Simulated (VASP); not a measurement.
# Pd: single point with PBEsol

Crystal: Pd.

```
CELL_PARAMETERS angstrom
2.56959 0.00000 0.00000
0.00000 2.56959 0.00000
0.00000 0.00000 2.56959
ATOMIC_POSITIONS crystal
Pd 0.00000 0.00000 0.00000
```

| Item | Value |
| --- | --- |
| Program | VASP 6.6.1 |
| Task | single point |
| Functional | PBEsol |
| Potentials or basis | VASP PAW PBE potentials, release 64 (Pd) |
| Cutoff | 520 eV |
| k mesh | 6 × 6 × 6 |
| Occupations | gaussian, width 0.1 eV |
| Spin | no spin polarisation |

* Pressure: -0.4 GPa
* Band gap on the k mesh: zero (band 5 reaches 9.08 eV, above the bottom of band 6 at 7.06 eV)

Levels at points of the mesh, in eV from the Fermi level:
| k point | band 1 | band 2 | band 3 | band 4 | band 5 | band 6 | band 7 | band 8 | band 9 | band 10 |
| --- | --- | --- | --- | --- | --- | --- | --- | --- | --- | --- |
| (0.00, 0.00, 0.00) | -6.20 | -4.65 | -4.65 | 0.19 | 0.19 | 0.19 | 16.87 | 16.87 | 16.87 | 23.47 |
| (0.50, 0.00, 0.00) | -4.15 | -4.00 | -1.48 | -1.48 | 0.34 | 0.35 | 5.23 | 18.50 | 21.59 | 23.06 |
| (0.50, 0.50, 0.00) | -4.91 | -3.45 | -1.16 | -1.16 | 1.42 | 5.67 | 5.67 | 12.17 | 12.71 | 23.85 |
| (0.50, 0.50, 0.50) | -3.98 | -3.98 | -3.98 | 1.52 | 1.52 | 11.09 | 11.56 | 11.56 | 11.56 | 18.27 |

Run time: 5.8 s on 1 thread of AMD EPYC 7R13 Processor (Zen 3), with other jobs on the host, peak memory 0.09 GiB.

Caveat: the k points lie up to 0.41 Å⁻¹ apart; the PAW data sets were made with another functional, which shifts forces and pressure a little.
